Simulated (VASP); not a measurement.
Write the native input for VASP 6.6.1 that does the following.

```
Task                   : single point
Functional             : PBE
Potentials or basis    : VASP PAW PBE potentials, release 64 (Fe)
Cutoff                 : 520 eV
k mesh                 : 12 × 12 × 12
Occupations            : gaussian, width 0.15 eV
Spin                   : collinear spin, ferromagnetic start
Starting moments       : [2.44] μB
Dipole correction      : no
Further INCAR settings : ALGO = Normal; EDIFF = 1e-07; NBANDS = 14
```

The structure of Fe lies in POSCAR:

```
Fe
1.0
   -1.3138338597      1.3138338597      1.6440003087
    1.3138338597     -1.3138338597      1.6440003087
    1.3138338597      1.3138338597     -1.6440003087
Fe
1
Direct
    0.0000000000      0.0000000000      0.0000000000
```

This cell differs from its parent crystal: volume 11.351 Å^3 an atom, c/a of the conventional cell 1.2513.

One way to write it, as run:

INCAR

```
PREC = Accurate
ENCUT = 520
EDIFF = 1E-7
ISMEAR = 0
SIGMA = 0.15
LREAL = F
LASPH = T
NELM = 150
ALGO = Normal
ISIF = 2
LWAVE = F
LCHARG = F
ISPIN = 2
MAGMOM = 2.44
LORBIT = 11
LMAXMIX = 4
GGA = PE
NBANDS = 14
```

KPOINTS

```
regular mesh
0
Gamma
  12 12 12
```

Potentials or basis: VASP PAW PBE potentials, release 64 (Fe).

Launch:

```bash
$ cat potpaw_PBE.64/Fe/POTCAR > POTCAR
$ mpirun -np 1 vasp_std > vasp.out
```

It gave:

```yaml
Pressure: 3.4 GPa
Net_moment: 2.25 μB per cell
Site_moments: Fe +2.24 μB
Valence_electrons_inside_the_program's_atomic_spheres: Fe 7.27
```

Wall time 98 s on 1 thread of AMD EPYC 7571, with other jobs on the host, peak memory 0.12 GiB.
